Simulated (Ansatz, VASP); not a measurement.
Bi6O in VASP and in Ansatz

```xyz
7
Lattice="-3.2011 5.5464 0.0011 -6.4081 -0.0036 -0.0243 -3.1805 1.8612 5.9237" Properties=species:S:1:pos:R:3 pbc="T T T"
Bi   -4.5593    3.2006    1.6455
Bi   -7.7547    2.3778    1.6428
Bi   -6.8734    5.5580    1.6505
Bi   -5.4033    1.8530    4.5189
Bi   -5.2842    5.4680    4.5307
Bi   -8.4865    3.7645    4.5274
O    -3.1883    1.8512    5.1159
```

Change from the starting cell: cell x1, atoms moved at random (sigma 0.05 Å) and cell strained at random (1.5 %), then relaxed without symmetry.

Alike in both runs: functional PBE; k mesh 6 × 6 × 6; occupations gaussian, width 0.2 eV; no spin polarisation.

Ansatz relaxed the structure, and its values are those at the end. VASP's run is a single point on that final structure, the one shown.

|  | VASP | Ansatz |
| --- | --- | --- |
| version | VASP 6.6.1 | Ansatz 0.2.0 |
| potentials or method | VASP PAW PBE potentials, release 64 (Bi_d, O), cutoff 520 eV | scalar-relativistic, plane waves, PAW |
| valence electrons in the cell | 96 | 96 |

|  | VASP | Ansatz | Ansatz less VASP |
| --- | --- | --- | --- |
| gap on the k mesh at the Fermi level (eV) | none | none | - |
| pressure (GPa) | 0.0 | 0.0 | +0.04 |
| rms of the force components (eV/Å) | 0.013 | 0.009 | -0.0043 |

A gap of «none» marks a metal or a gap that the smearing closes.

Spin-orbit coupling is off throughout.
